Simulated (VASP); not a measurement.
A run of VASP 6.6.1 is set up as follows.

Contents of INCAR:

```
PREC = Accurate
ENCUT = 600
EDIFF = 1E-6
ISMEAR = -1
SIGMA = 0.1
LREAL = False
LASPH = True
NELM = 80
ALGO = Normal
ISIF = 3
LWAVE = False
LCHARG = False
GGA = CA
IBRION = 2
NSW = 100
EDIFFG = -0.002
PSTRESS = 150.0
```

File KPOINTS:

```
regular mesh
0
Gamma
  24 24 24
```

File POSCAR:

```
W
1.0
   -1.5675648139      1.5675648139      1.5675648139
    1.5675648139     -1.5675648139      1.5675648139
    1.5675648139      1.5675648139     -1.5675648139
W
1
Direct
    0.0000000000      0.0000000000      0.0000000000
```

Potentials or basis: VASP PAW LDA potentials, release 64 (W_sv).

Launch:

```console
$ cat potpaw_LDA.64/W_sv/POTCAR > POTCAR
$ mpirun -np 1 vasp_std > vasp.out
```

Task: What does it give for the relaxed cell?

Result: a = 2.684 Å, b = 2.684 Å, c = 2.684 Å, α = 109.47°, β = 109.47°, γ = 109.47°.

Task: Predict the space group after relaxing (to 0.1 Å).

Result: Im-3m (No. 229).

Task: Predict the relaxed volume.

Result: 14.88 Å³/atom.

The path:
```
step  energy change (eV)  largest force (eV/Å)  pressure (GPa)  volume (Å³)
   1              0.0000                0.0000            2.03        15.41
   2              0.6891                0.0000           96.03        12.79
   3              0.0241                0.0000           13.98        14.92
   4              0.0270                0.0000           14.74        14.88
   5              0.0280                0.0000           15.10        14.87
   6              0.0265                0.0000           14.75        14.89
   7              0.0276                0.0000           14.98        14.88
   8              0.0276                0.0000           14.96        14.88
   9              0.0278                0.0000           15.06        14.88
  10              0.0277                0.0000           15.13        14.88
  11              0.0277                0.0000           15.09        14.88
  12              0.0276                0.0000           15.05        14.88
  13              0.0273                0.0000           14.99        14.88
```

Caveat: the cell is relaxed towards a set pressure, so the run minimises the enthalpy, not the energy. Zero-point motion and thermal expansion aren't in these numbers.
